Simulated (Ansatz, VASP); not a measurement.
Two plane-wave programs on Mg

File INCAR:

```
SYSTEM = Mg
PREC = Accurate
ENCUT = 520
EDIFF = 1E-7
ISMEAR = 0
SIGMA = 0.15
LREAL = .False.
LASPH = .True.
NELM = 100
ALGO = Normal
ISIF = 2
LWAVE = .False.
LCHARG = .False.
GGA = PE
NBANDS = 7
```

The input KPOINTS:

```
regular mesh
0
Gamma
  18 18 16
  0 0 0
```

Contents of POSCAR:

```
Mg
1.0
    3.0502998005      0.0000000000      0.0000000000
   -1.5251499003      2.6416371164      0.0000000000
    0.0000000000      0.0000000000      3.2884245756
Mg
1
Direct
    0.0000000000      0.0000000000      0.0000000000
```

Input for Ansatz:

```yaml
crystal:
  lattice:
    - [3.0502998005, 0.0, 0.0]
    - [-1.5251499003, 2.6416371164, 0.0]
    - [0.0, 0.0, 3.2884245756]
  atoms:
    - { symbol: Mg, position: [0.0, 0.0, 0.0] }
basis:
  ecutwfc: 420
kpoints:
  mp_grid: { grid: [18, 18, 16] }
hamiltonian:
  xc: pbe
scf:
  occupations: { method: gaussian, width: 0.15 }
output:
  forces: true
  stress: true
  eigenvalues: true
```

Change from the starting cell: strain +0.000 along x and y, +0.080 along z, atoms carried along.

Alike in both runs: task single point; functional PBE; k mesh 18 × 18 × 16; occupations gaussian, width 0.15 eV; no spin polarisation.

|  | VASP | Ansatz |
| --- | --- | --- |
| version | VASP 6.6.1 | Ansatz 0.2.0 |
| potentials or method | VASP PAW PBE potentials, release 64 (Mg), cutoff 520 eV | scalar-relativistic, plane waves, PAW |
| valence electrons in the cell | 2 | 10 |

|  | VASP | Ansatz | Ansatz less VASP |
| --- | --- | --- | --- |
| gap on the k mesh at the Fermi level (eV) | none | none | - |
| pressure (GPa) | -0.2 | -0.1 | +0.08 |
| traceless stress, the component that is largest in VASP (GPa) | -2.39 | -2.42 | -0.025 |

A gap of «none» marks a metal or a gap that the smearing closes. VASP's potentials hold 2 valence electrons a cell and Ansatz's 10, so a difference there can come from the potentials and not from the codes.
